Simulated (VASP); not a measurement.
# Gd (Im-3m) in VASP: notebook

Runs on Gd. Level: PBE. Tasks: single point.

Everything below comes from runs of VASP 6.6.1. Logs are shortened: lines on timing, memory, paths and dates and some standing lists are left out, and cuts for length are marked.

**1. The cell of the first run**

It takes space group Im-3m (No. 229, cubic). The conventional cell has a = 4.050 Å, b = 4.050 Å, c = 4.050 Å, α = 90.00°, β = 90.00°, γ = 90.00°. Within 4.6 Å of Gd (site symmetry m-3m) lie 14 Gd at 3.51 to 4.05 Å.

**2. Single point, PBE, collinear spin, ferromagnetic start**

Contents of INCAR:

```
SYSTEM = Gd
PREC = Accurate
ENCUT = 520
EDIFF = 1E-6
ISMEAR = -1
SIGMA = 0.05
LREAL = .FALSE.
LASPH = .TRUE.
NELM = 150
ALGO = Fast
ISIF = 2
LWAVE = .FALSE.
LCHARG = .TRUE.
ISPIN = 2
MAGMOM = 2.01
LORBIT = 11
LMAXMIX = 6
GGA = PE
LELF = .TRUE.
LVHAR = .TRUE.
NBANDS = 19
```

Contents of KPOINTS:

```
Automatic mesh
0
G
  9 9 9
  0 0 0
```

Contents of POSCAR:

```
Gd
1.0
   -2.0250000000      2.0250000000      2.0250000000
    2.0250000000     -2.0250000000      2.0250000000
    2.0250000000      2.0250000000     -2.0250000000
Gd
1
Direct
    0.0000000000      0.0000000000      0.0000000000
```

Potentials or basis: VASP PAW PBE potentials, release 64 (Gd).

Launch:

```console
> cat potpaw_PBE.64/Gd/POTCAR > POTCAR
> mpirun -np 1 vasp_std > vasp.out
```

OUTCAR:

```text
SYSTEM = Gd
   PREC = Accurate
   ENCUT = 520
   EDIFF = 1E-6
   ISMEAR = -1
   LREAL = .FALSE.
   LASPH = .TRUE.
   NELM = 150
   ISIF = 2
   ISPIN = 2
   LORBIT = 11
   GGA = PE

 ion  position               nearest neighbor table
   1  0.000  0.000  0.000-

  LATTYP: Found a body centered cubic cell.
 ALAT       =     4.0500000000

  Lattice vectors:

 A1 = (  -2.0250000000,   2.0250000000,   2.0250000000)
 A2 = (   2.0250000000,  -2.0250000000,   2.0250000000)
 A3 = (   2.0250000000,   2.0250000000,  -2.0250000000)

Analysis of symmetry for initial positions (statically):
=====================================================================
 Subroutine PRICEL returns:
 Original cell was already a primitive cell.

 Routine SETGRP: Setting up the symmetry group for a
 body centered cubic supercell.

 Subroutine GETGRP returns: Found 48 space group operations
 (whereof 48 operations were pure point group operations)
 out of a pool of 48 trial point group operations.

The static configuration has the point symmetry O_h .

Analysis of symmetry for dynamics (positions and initial velocities):
=====================================================================
 Subroutine PRICEL returns:
 Original cell was already a primitive cell.

 Routine SETGRP: Setting up the symmetry group for a
 body centered cubic supercell.

 Subroutine GETGRP returns: Found 48 space group operations
 (whereof 48 operations were pure point group operations)
 out of a pool of 48 trial point group operations.

The dynamic configuration has the point symmetry O_h .

Analysis of structural, dynamic, and magnetic symmetry:
=====================================================================
 Subroutine PRICEL returns:
 Original cell was already a primitive cell.

 Routine SETGRP: Setting up the symmetry group for a
 body centered cubic supercell.

 Subroutine GETGRP returns: Found 48 space group operations
 (whereof 48 operations were pure point group operations)
 out of a pool of 48 trial point group operations.

The overall configuration has the point symmetry O_h .

 Subroutine INISYM returns: Found 48 space group operations
 (whereof 48 operations are pure point group operations),
 and found     1 'primitive' translations

----------------------------------------------------------------------------------------

                                     Primitive cell

  volume of cell :      33.2151

  direct lattice vectors                    reciprocal lattice vectors
    -2.025000000  2.025000000  2.025000000     0.000000000  0.246913580  0.246913580
     2.025000000 -2.025000000  2.025000000     0.246913580  0.000000000  0.246913580
     2.025000000  2.025000000 -2.025000000     0.246913580  0.246913580  0.000000000

  length of vectors
     3.507402885  3.507402885  3.507402885     0.349188534  0.349188534  0.349188534

  position of ions in fractional coordinates (direct lattice)
     0.000000000  0.000000000  0.000000000

  ion indices of the primitive-cell ions
   primitive index   ion index
                 1           1

----------------------------------------------------------------------------------------

 KPOINTS: Automatic mesh

Automatic generation of k-mesh.
 Grid dimensions read from file:
 generate k-points for:    9    9    9

 Generating k-lattice:

  Cartesian coordinates                     Fractional coordinates (reciprocal lattice)
     0.000000000  0.027434842  0.027434842     0.111111111  0.000000000  0.000000000
     0.027434842  0.000000000  0.027434842     0.000000000  0.111111111  0.000000000
     0.027434842  0.027434842  0.000000000     0.000000000  0.000000000  0.111111111

  Length of vectors
     0.038798726  0.038798726  0.038798726

  Shift w.r.t. Gamma in fractional coordinates (k-lattice)
     0.000000000  0.000000000  0.000000000

 Subroutine IBZKPT returns following result:
 ===========================================

 Found     35 irreducible k-points:

 Following reciprocal coordinates:
            Coordinates               Weight
  0.000000  0.000000  0.000000      1.000000
  0.111111  0.000000  0.000000     12.000000
  0.222222  0.000000  0.000000     12.000000
  0.333333  0.000000  0.000000     12.000000
  0.444444  0.000000  0.000000     12.000000
  0.111111  0.111111  0.000000     24.000000
[... 16 lines left out ...]
 -0.333333  0.444444  0.111111     48.000000
 -0.444444 -0.444444  0.111111     24.000000
 [... further k-points ...]
   k-points           NKPTS =     35   k-points in BZ     NKDIM =     35   number of bands    NBANDS=     19
   number of dos      NEDOS =    301   number of ions     NIONS =      1
   total plane-waves  NPLWV =  21952
   dimension x,y,z NGX =    28 NGY =   28 NGZ =   28
   dimension x,y,z NGXF=    56 NGYF=   56 NGZF=   56
   ions per type =               1
   NGX,Y,Z   is equivalent  to a cutoff of  13.27, 13.27, 13.27 a.u.
   NGXF,Y,Z  is equivalent  to a cutoff of  26.54, 26.54, 26.54 a.u.
 SYSTEM =  Gd
   PREC   = accura    normal or accurate (medium, high low for compatibility)
   ISTART =      0    job   : 0-new  1-cont  2-samecut
   ICHARG =      2    charge: 1-file 2-atom 10-const
   ISPIN  =      2    spin polarized calculation?
   LNONCOLLINEAR =      F non collinear calculations
   LSORBIT =      F    spin-orbit coupling
   LASPH  =      T    aspherical Exc in radial PAW
   ENCUT  =  520.0 eV  38.22 Ry    6.18 a.u.   6.52  6.52  6.52*2*pi/ulx,y,z
   NELM   =    150;   NELMIN=  2; NELMDL= -5     # of ELM steps
   EDIFF  = 0.1E-05   stopping-criterion for ELM
   LREAL  =      F    real-space projection
   EDIFFG = 0.1E-04   stopping-criterion for IOM
   NSW    =      0    number of steps for IOM
   IBRION =     -1    ionic relax: 0-MD 1-quasi-New 2-CG
   NFREE  =      0    steps in history (QN), initial steepest desc. (CG)
   ISIF   =      2    stress and relaxation
   ISYM   =      2    0-nonsym 1-usesym 2-fastsym
   POTIM  = 0.5000    time-step for ionic-motion
   TEBEG  =    0.0;   TEEND  =   0.0 temperature during run
   PSTRESS=    0.0 pullay stress
   NELECT =      18.0000    total number of electrons
   NUPDOWN=      -1.0000    fix difference up-down
   EMIN   =  10.00;   EMAX   =-10.00  energy-range for DOS
   EFERMI =   0.00;   METHOD = LEGACY
   ISMEAR =    -1;   SIGMA  =   0.05  broadening in eV -4-tet -1-fermi 0-gaus
   EFERMI_NEDOS =   21; number of points for ismear=-14 and -15
   IALGO  =     68    algorithm
   IMIX   =      4    mixing-type and parameters
     AMIX     =   0.40;   BMIX     =  1.00
     AMIX_MAG =   1.60;   BMIX_MAG =  1.00
  volume/ion in A,a.u.               =      33.22       224.15
  Fermi-wavevector in a.u.,A,eV,Ry     =   1.334711  2.522238 24.238153  1.781454
  Thomas-Fermi vector in A             =   2.463472
   LORBIT       =     11    0 simple, 1 ext, 2 COOP (PROOUT), +10 PAW based schemes
   GGA     = PE    functional components
   LHFCALC =     F    Hartree Fock is set to
   AEXX    =    0.0000 exact exchange contribution
   IVDW    =     0    specifies the selected vdW correction
   LEPSILON=     F    determine dielectric tensor
   LRPA    =     F    only Hartree local field effects (RPA)
 spin polarized calculation
 RMM-DIIS sequential band-by-band and
  energy-cutoff  :      520.00
  volume of cell :       33.22
 maximum number of plane-waves:       935
 NGX is ok and might be reduce to    28
   NGX = 13   NGY = 13   NGZ = 13

 number of electron      18.0000009 magnetization       7.6020513

 Free energy of the ion-electron system (eV)
  ---------------------------------------------------
  ext. energy  EPLUGINS =         0.00000000
  ---------------------------------------------------
  free energy    TOTEN  =       -11.62301410 eV

  energy without entropy =      -11.60811714  energy(sigma->0) =      -11.61556562

 E-fermi :   2.9737     XC(G=0):  -9.9590

 val. band max:        2.9731002444   @ k =  -0.4444   0.4444   0.2222
 cond. band min:       2.9935031318   @ k =  -0.3333  -0.4444   0.1111
 fundamental gap:      0.0204028874
 Fermi energy:         2.9737236587

 spin component 1

 k-point     1 :       0.0000    0.0000    0.0000
  band No.  band energies     occupation
      1     -42.3508      1.00000
      2     -19.3747      1.00000
      3     -19.3747      1.00000
      4     -19.3747      1.00000
      5      -2.1035      1.00000
      6      -1.9652      1.00000
[... 11 lines left out ...]
     18      13.3613      0.00000
     19      13.3613      0.00000

 k-point     2 :       0.1111    0.0000    0.0000
  band No.  band energies     occupation
      1     -42.3432      1.00000
      2     -19.4607      1.00000
      3     -19.4015      1.00000
      4     -19.3751      1.00000
      5      -1.9609      1.00000
      6      -1.9569      1.00000
[... 476 lines left out ...]
 k-point    24 :      -0.4444   -0.4444    0.1111
  band No.  band energies     occupation
      1     -42.2728      1.00000
      2     -19.9934      1.00000
      3     -19.7032      1.00000
      4     -19.4848      1.00000
      5      -1.9531      1.00000
      6      -1.9360      1.00000
[... 11 lines left out ...]
     18      10.5719      0.00000
     19      13.1715      0.00000

 [... further k-points ...]

 spin component 2

 k-point     1 :       0.0000    0.0000    0.0000
  band No.  band energies     occupation
      1     -39.1101      1.00000
      2     -16.9738      1.00000
      3     -16.9738      1.00000
      4     -16.9738      1.00000
      5      -1.2406      1.00000
      6       3.3239      0.00091
[... 11 lines left out ...]
     18      14.2871      0.00000
     19      14.2871      0.00000

 k-point     2 :       0.1111    0.0000    0.0000
  band No.  band energies     occupation
      1     -39.1005      1.00000
      2     -17.0793      1.00000
      3     -17.0054      1.00000
      4     -16.9747      1.00000
      5      -0.8778      1.00000
      6       3.3052      0.00132
[... 476 lines left out ...]
 k-point    24 :      -0.4444   -0.4444    0.1111
  band No.  band energies     occupation
      1     -39.0123      1.00000
      2     -17.7188      1.00000
      3     -17.3648      1.00000
      4     -17.1063      1.00000
      5       2.1876      1.00000
      6       3.2527      0.00376
[... 11 lines left out ...]
     18      11.9977      0.00000
     19      14.3598      0.00000

 [... further k-points ...]
[... 5 lines left out ...]
  --------------------------------------------------------------------------------------
  -------------------------------------------------------------------------------------
  Total        0.0008008      0.0008008      0.0008008     -0.0000000     -0.0000000      0.0000000
  in kB        0.0386271      0.0386271      0.0386271     -0.0000000     -0.0000000      0.0000000
  external PRESSURE =       0.0386271 kB  Pullay stress =       0.0000000 kB

 VOLUME and BASIS-vectors are now :
 -----------------------------------------------------------------------------
  energy-cutoff  :      520.00
  volume of cell :       33.22
      direct lattice vectors                 reciprocal lattice vectors
    -2.025000000  2.025000000  2.025000000     0.000000000  0.246913580  0.246913580
     2.025000000 -2.025000000  2.025000000     0.246913580  0.000000000  0.246913580
     2.025000000  2.025000000 -2.025000000     0.246913580  0.246913580  0.000000000

 POSITION                                       TOTAL-FORCE (eV/Angst)
 -----------------------------------------------------------------------------------
      0.00000      0.00000      0.00000        -0.000000      0.000000     -0.000000
 -----------------------------------------------------------------------------------
    total drift:                                0.000000     -0.000000     -0.000000

  FREE ENERGIE OF THE ION-ELECTRON SYSTEM (eV)
  ---------------------------------------------------
  free  energy   TOTEN  =       -11.6230140984 eV

  energy  without entropy=      -11.6081171364  energy(sigma->0) =      -11.61556562

 total charge

# of ion       s       p       d       f       tot
--------------------------------------------------
    1        2.072   5.561   0.583   6.983  15.199

 magnetization (x)

# of ion       s       p       d       f       tot
--------------------------------------------------
    1        0.001  -0.059   0.232   6.818   6.994
```

It took 2.4 min on 1 thread of Intel Xeon Platinum 8488C (Sapphire Rapids), shared host; peak memory 0.22 GiB.

What came out:

| Property | Result |
| --- | --- |
| Free energy | -11.6230 eV |
| Pressure | 0.0 GPa |
| Net moment | 7.60 μB per cell |
| Site moments | Gd +6.99 μB |
| Valence electrons inside the program's atomic spheres | Gd 15.20 |

Caveat: spin-orbit coupling is left out, which moves the levels of the heavy elements. The state reached can hang on the start; a lower one may exist.

[end of part 1 of 2]
